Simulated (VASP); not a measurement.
# Ge (Cmmm) in VASP: notebook

The runs below take Ge through single point, relaxation of cell and atoms, with HSE06, PBE, LDA.

Everything below comes from runs of VASP 6.6.1. Logs are shortened: lines on timing, memory, paths and dates and some standing lists are left out, and cuts for length are marked.

## (1) The cell of the first run

The structure is orthorhombic, space group Cmmm (No. 65). The conventional cell has a = 2.794 Å, b = 5.201 Å, c = 2.698 Å, α = 90.00°, β = 90.00°, γ = 90.00°. Within 3.6 Å of Ge (site symmetry mmm) lie 8 Ge at 2.70 to 2.95 Å.

## (2) Single point, HSE06

POSCAR

```
Ge
1.0
    1.3971490000     -2.6005160000      0.0000000000
    1.3971490000      2.6005160000      0.0000000000
    0.0000000000      0.0000000000      2.6982310000
Ge
1
Direct
    0.5000000000      0.5000000000      0.0000000000
```

INCAR.step1

```
ALGO     = Normal         # electronic algorithm
EDIFF    = 1E-5           # SCF threshold, eV
ENCUT    = 520            # plane-wave cutoff, eV
GGA      = PE             # functional
ISIF     = 2              # what is computed and relaxed
ISMEAR   = -1             # smearing method
LASPH    = T              # aspherical terms in the spheres
LCHARG   = F              # write CHGCAR
LREAL    = F              # projectors in reciprocal space
LWAVE    = T              # write WAVECAR
NBANDS   = 13             # bands
NELM     = 80             # most SCF steps
PREC     = Accurate       # precision mode
SIGMA    = 0.05           # smearing width, eV
```

INCAR.step2

```
ALGO     = Normal         # electronic algorithm
EDIFF    = 1E-6           # SCF threshold, eV
ENCUT    = 520            # plane-wave cutoff, eV
GGA      = PE             # functional
HFSCREEN = 0.2079         # screening, 1/A
ISIF     = 2              # what is computed and relaxed
ISMEAR   = -1             # smearing method
ISTART   = 1            
LASPH    = T              # aspherical terms in the spheres
LCHARG   = F              # write CHGCAR
LHFCALC  = T              # exact exchange
LREAL    = F              # projectors in reciprocal space
LWAVE    = F              # write WAVECAR
NBANDS   = 13             # bands
NELM     = 80             # most SCF steps
PREC     = Accurate       # precision mode
PRECFOCK = Normal       
SIGMA    = 0.05           # smearing width, eV
```

KPOINTS

```
k-points
0
Gamma
  6 6 6
```

Potentials or basis: VASP PAW PBE potentials, release 64 (Ge_d).

On the command line:

```sh
> cat potpaw_PBE.64/Ge_d/POTCAR > POTCAR
> cp INCAR.step1 INCAR
> mpirun -np 1 vasp_std > vasp.out
> cp INCAR.step2 INCAR
> mpirun -np 1 vasp_std > vasp.out
```

OUTCAR:

```text
EDIFF = 1E-6
   ENCUT = 520
   GGA = PE
   HFSCREEN = 0.2079
   ISIF = 2
   ISMEAR = -1
   ISTART = 1
   LASPH = T
   LHFCALC = T
   LREAL = F
   NELM = 80
   PREC = Accurate
   PRECFOCK = Normal

 ion  position               nearest neighbor table
   1  0.500  0.500  0.000-

  LATTYP: Found a base centered orthorhombic cell.
 ALAT       =     2.7942980000
 B/A-ratio  =     1.8613018368
 C/A-ratio  =     0.9656203454

  Lattice vectors:

 A1 = (   1.3971490000,  -2.6005160000,   0.0000000000)
 A2 = (   1.3971490000,   2.6005160000,   0.0000000000)
 A3 = (   0.0000000000,   0.0000000000,   2.6982310000)

Analysis of symmetry for initial positions (statically):
=====================================================================
 Subroutine PRICEL returns:
 Original cell was already a primitive cell.

 Routine SETGRP: Setting up the symmetry group for a
 base centered orthorhombic supercell.

 Subroutine GETGRP returns: Found  8 space group operations
 (whereof  8 operations were pure point group operations)
 out of a pool of  8 trial point group operations.

The static configuration has the point symmetry D_2h.

Analysis of symmetry for dynamics (positions and initial velocities):
=====================================================================
 Subroutine PRICEL returns:
 Original cell was already a primitive cell.

 Routine SETGRP: Setting up the symmetry group for a
 base centered orthorhombic supercell.

 Subroutine GETGRP returns: Found  8 space group operations
 (whereof  8 operations were pure point group operations)
 out of a pool of  8 trial point group operations.

The dynamic configuration has the point symmetry D_2h.

 Subroutine INISYM returns: Found  8 space group operations
 (whereof  8 operations are pure point group operations),
 and found     1 'primitive' translations

----------------------------------------------------------------------------------------

                                     Primitive cell

  volume of cell :      19.6070

  direct lattice vectors                    reciprocal lattice vectors
[... 90 lines left out ...]
   NFREE  =      0    steps in history (QN), initial steepest desc. (CG)
   ISIF   =      2    stress and relaxation
   ISYM   =      3    0-nonsym 1-usesym 2-fastsym
   POTIM  = 0.5000    time-step for ionic-motion
   TEBEG  =    0.0;   TEEND  =   0.0 temperature during run
   PSTRESS=    0.0 pullay stress
   NELECT =      14.0000    total number of electrons
   NUPDOWN=      -1.0000    fix difference up-down
   EMIN   =  10.00;   EMAX   =-10.00  energy-range for DOS
   EFERMI =   0.00;   METHOD = LEGACY
   ISMEAR =    -1;   SIGMA  =   0.05  broadening in eV -4-tet -1-fermi 0-gaus
   EFERMI_NEDOS =   21; number of points for ismear=-14 and -15
   IALGO  =     38    algorithm
   IMIX   =      1    mixing-type and parameters
     AMIX     =   0.40;   BMIX     =  1.00
     AMIX_MAG =   1.60;   BMIX_MAG =  1.00
  volume/ion in A,a.u.               =      19.61       132.31
  Fermi-wavevector in a.u.,A,eV,Ry     =   1.463234  2.765111 29.130796  2.141053
  Thomas-Fermi vector in A             =   2.579353
   LORBIT       =      0    0 simple, 1 ext, 2 COOP (PROOUT), +10 PAW based schemes
   GGA     = PE    functional components
   LHFCALC =     T    Hartree Fock is set to
   PRECFOCK=normal    Normal, Fast or Accurate (Low or Medium for compatibility)
   ENCUT4O =  -1.0   cutoff for four orbital integrals eV
   NKREDX  =     1    reduce k-point grid by
   NKREDY  =     1    reduce k-point grid by
   NKREDZ  =     1    reduce k-point grid by
   AEXX    =    0.2500 exact exchange contribution
   HFSCREEN=    0.2079 screening length (either q_TF or 0.3 A-1)
   HFSCREENC=   0.2079 screening length for correlation (either q_TF or 0.3 A-1)
   ENCUTFOCK=  -1.0 apply spherical cutoff to Coloumb kernel
   IVDW    =     0    specifies the selected vdW correction
   LEPSILON=     F    determine dielectric tensor
   LRPA    =     F    only Hartree local field effects (RPA)
 non-spin polarized calculation
  energy-cutoff  :      520.00
  volume of cell :       19.61
 maximum number of plane-waves:       542
 NGX is ok and might be reduce to    24
  NGX = 18; NGY = 18; NGZ = 16

 number of electron      14.0000003 magnetization

 Free energy of the ion-electron system (eV)
  ---------------------------------------------------
  ext. energy  EPLUGINS =         0.00000000
  ---------------------------------------------------
  free energy    TOTEN  =        -4.99819544 eV

  energy without entropy =       -4.99607977  energy(sigma->0) =       -4.99713761

 E-fermi :   6.5281     XC(G=0):  -9.0943

 val. band max:        6.3172350082   @ k =   0.5000   0.1667   0.5000
 cond. band min:       6.5424504212   @ k =  -0.3333   0.1667   0.0000
 fundamental gap:      0.2252154130
 Fermi energy:         6.5280790839

 k-point     1 :       0.0000    0.0000    0.0000
  band No.  band energies     occupation
      1     -22.0227      2.00000
      2     -21.9486      2.00000
      3     -21.8976      2.00000
      4     -21.8079      2.00000
      5     -21.7832      2.00000
      6      -8.2873      2.00000
      7      13.6108      0.00000
      8      14.2133      0.00000
      9      15.8215      0.00000
     10      16.9690      0.00000
     11      19.4833      0.00000
     12      22.0316      0.00000
     13      22.0628      0.00000
[... 354 lines left out ...]
  band No.  band energies     occupation
      1     -21.9449      2.00000
      2     -21.8989      2.00000
      3     -21.8642      2.00000
      4     -21.8355      2.00000
      5     -21.8195      2.00000
      6      -3.2056      2.00000
      7       2.2912      2.00000
      8       8.1694      0.00000
      9      12.6004      0.00000
     10      18.4361      0.00000
     11      21.9878      0.00000
     12      23.9639      0.00000
     13      27.3411      0.00000

 [... further k-points ...]
[... 5 lines left out ...]
  --------------------------------------------------------------------------------------
  -------------------------------------------------------------------------------------
  Total       -0.4851534     -1.0633039      0.5087853      0.0000000      0.0000000      0.0000000
  in kB      -39.6440732    -86.8873589     41.5751413      0.0000000      0.0000000      0.0000000
  external PRESSURE =     -28.3187636 kB  Pullay stress =       0.0000000 kB

 VOLUME and BASIS-vectors are now :
 -----------------------------------------------------------------------------
  energy-cutoff  :      520.00
  volume of cell :       19.61
      direct lattice vectors                 reciprocal lattice vectors
     1.397149000 -2.600516000  0.000000000     0.357871637 -0.192269534  0.000000000
     1.397149000  2.600516000  0.000000000     0.357871637  0.192269534  0.000000000
     0.000000000  0.000000000  2.698231000     0.000000000  0.000000000  0.370613191

 POSITION                                       TOTAL-FORCE (eV/Angst)
 -----------------------------------------------------------------------------------
      1.39715      0.00000      0.00000         0.000000      0.000000      0.000000
 -----------------------------------------------------------------------------------
    total drift:                                0.000000     -0.000000      0.000000

  FREE ENERGIE OF THE ION-ELECTRON SYSTEM (eV)
  ---------------------------------------------------
  free  energy   TOTEN  =        -4.9981954413 eV

  energy  without entropy=       -4.9960797698  energy(sigma->0) =       -4.99713761
```

OUTCAR.step1:

```text
EDIFF = 1E-5
   ENCUT = 520
   GGA = PE
   ISIF = 2
   ISMEAR = -1
   LASPH = T
[... 601 lines left out ...]

 POSITION                                       TOTAL-FORCE (eV/Angst)
 -----------------------------------------------------------------------------------
      1.39715      0.00000      0.00000         0.000000     -0.000000      0.000000
 -----------------------------------------------------------------------------------
    total drift:                               -0.000000     -0.000000     -0.000000

  FREE ENERGIE OF THE ION-ELECTRON SYSTEM (eV)
  ---------------------------------------------------
  free  energy   TOTEN  =        -4.2900048256 eV

  energy  without entropy=       -4.2873178736  energy(sigma->0) =       -4.28866135
```

OSZICAR.step1:

```text
N       E                     dE             d eps       ncg     rms          rms(c)
DAV:   1     0.623646365224E+02    0.62365E+02   -0.70088E+03  1480   0.294E+03
DAV:   2     0.115985258521E+01   -0.61205E+02   -0.58586E+02  1422   0.405E+02
DAV:   3    -0.421634442821E+01   -0.53762E+01   -0.53604E+01  1567   0.704E+01
DAV:   4    -0.429648965077E+01   -0.80145E-01   -0.80134E-01  1542   0.940E+00
DAV:   5    -0.429730201508E+01   -0.81236E-03   -0.81236E-03  1547   0.104E+00    0.130E+00
DAV:   6    -0.429185446372E+01    0.54476E-02   -0.63880E-03  1672   0.179E+00    0.741E-01
DAV:   7    -0.429006049183E+01    0.17940E-02   -0.48452E-03  1723   0.133E+00    0.731E-02
DAV:   8    -0.429000402338E+01    0.56468E-04   -0.63208E-04  1652   0.575E-01    0.284E-02
DAV:   9    -0.429000482563E+01   -0.80225E-06   -0.14167E-05  1302   0.733E-02
   1 F= -.42900048E+01 E0= -.42886613E+01  d E =-.268695E-02
```

It took 34 min on 1 thread of AMD EPYC 7R13 (Zen 3), shared host; peak memory 0.22 GiB.

What came out:

| Property | Result |
| --- | --- |
| Free energy | -4.9982 eV |
| Pressure | -2.8 GPa |
| Band gap on the k mesh | zero (bands 7 and 8 overlap by 11.04 eV) |

Caveat: the k points lie up to 0.43 Å⁻¹ apart, too coarse for converged energies and pressures of a metal; the PAW data sets were made with another functional, which shifts forces and pressure a little.

## (3) Single point, PBE

INCAR

```
  ALGO = Normal
  EDIFF = 1E-6
  ENCUT = 520
  GGA = PE
  ISIF = 2
  ISMEAR = 0
  LASPH = True
  LCHARG = True
  LELF = True
  LREAL = False
  LVHAR = True
  LWAVE = False
  NBANDS = 13
  NELM = 60
  PREC = Accurate
  SIGMA = 0.011
```

KPOINTS

```
k-points
0
Gamma
  11 11 10
```

POSCAR is that of step 2.

Potentials or basis: VASP PAW PBE potentials, release 64 (Ge_d).

On the command line:

```sh
> cat potpaw_PBE.64/Ge_d/POTCAR > POTCAR
> mpirun -np 1 vasp_std > vasp.out
```

It took 55 s on 1 thread of Intel Xeon 8259CL, shared host; peak memory 0.17 GiB.

It converged, with:

```
Free energy            : -4.2667 eV
Pressure               : -0.8 GPa
Band gap on the k mesh : zero (bands 7 and 8 overlap by 9.06 eV)
```

Stress tensor (GPa, compression positive):
```
 0.95  0.00  0.00
 0.00 -2.96  0.00
 0.00  0.00 -0.50
```

Levels at points of the mesh, in eV from the Fermi level:
| k point | band 3 | band 4 | band 5 | band 6 | band 7 | band 8 | band 9 | band 10 | band 11 | band 12 |
| --- | --- | --- | --- | --- | --- | --- | --- | --- | --- | --- |
| (0.00, 0.00, 0.00) | -24.62 | -24.51 | -24.49 | -12.84 | 6.68 | 7.15 | 8.66 | 10.18 | 12.51 | 14.89 |
| (0.00, 0.00, 0.50) | -24.58 | -24.56 | -24.53 | -9.08 | -5.66 | 9.98 | 11.49 | 16.04 | 16.14 | 17.28 |

[end of part 1 of 2]
